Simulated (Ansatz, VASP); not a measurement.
CdS in VASP and in Ansatz

The input INCAR:

```
SYSTEM = CdS
ALGO     = Normal         ! electronic algorithm
EDIFF    = 1E-6           ! SCF threshold, eV
ENCUT    = 520            ! plane-wave cutoff, eV
GGA      = PE             ! functional
ISIF     = 2              ! what is computed and relaxed
ISMEAR   = 0              ! smearing method
LASPH    = .TRUE.         ! aspherical terms in the spheres
LCHARG   = .FALSE.        ! write CHGCAR
LREAL    = .FALSE.        ! projectors in reciprocal space
LWAVE    = .FALSE.        ! write WAVECAR
NBANDS   = 26             ! bands
NELM     = 100            ! most SCF steps
PREC     = Accurate       ! precision mode
SIGMA    = 0.01           ! smearing width, eV
```

File KPOINTS:

```
k-points
0
G
  6 6 4
  0 0 0
```

POSCAR

```
CdS
1.0
    3.7978835804      0.0000000000      0.0000000000
   -1.8989417902      3.2890636612      0.0000000000
    0.0000000000      0.0000000000      6.3454462708
Cd S
2 2
Direct
    0.0000000000      0.0000000000      0.0000000000
    0.0000000000      0.0000000000      0.5000000000
    0.3333333333      0.6666666667      0.2500000000
    0.6666666667      0.3333333333      0.7500000000
```

Input for Ansatz:

```yaml
crystal:
  lattice:
    - [3.7978835804, 0.0, 0.0]
    - [-1.8989417902, 3.2890636612, 0.0]
    - [0.0, 0.0, 6.3454462708]
  atoms:
    - { symbol: Cd, position: [0.0, 0.0, 0.0] }
    - { symbol: Cd, position: [0.0, 0.0, 0.5] }
    - { symbol: S, position: [0.3333333333, 0.6666666667, 0.25] }
    - { symbol: S, position: [0.6666666667, 0.3333333333, 0.75] }
kpoints:
  mp_grid: { grid: [6, 6, 4] }
hamiltonian:
  xc: pbe
scf:
  occupations: { method: fixed }
  n_extra_bands: 5
output:
  forces: true
  stress: true
  eigenvalues: true
```

Alike in both runs: task single point; functional PBE; k mesh 6 × 6 × 4; no spin polarisation.

```csv
,VASP,Ansatz
version,VASP 6.6.1,Ansatz 0.2.0
potentials or method,"VASP PAW PBE potentials, release 64 (Cd, S)","plane waves, PAW"
plane-wave cutoff (eV),520,420
occupations,"gaussian, width 0.01 eV",fixed
valence electrons in the cell,36,52
```

|  | VASP | Ansatz | Ansatz less VASP |
| --- | --- | --- | --- |
| gap on the k mesh at the Fermi level (eV) | 0.82 | 0.82 | +0.005 |
| pressure (GPa) | 5.6 | 5.1 | -0.50 |
| traceless stress, the component that is largest in VASP (GPa) | 0.36 | 0.34 | -0.020 |

VASP's potentials hold 36 valence electrons a cell and Ansatz's 52, so a difference there can come from the potentials and not from the codes.
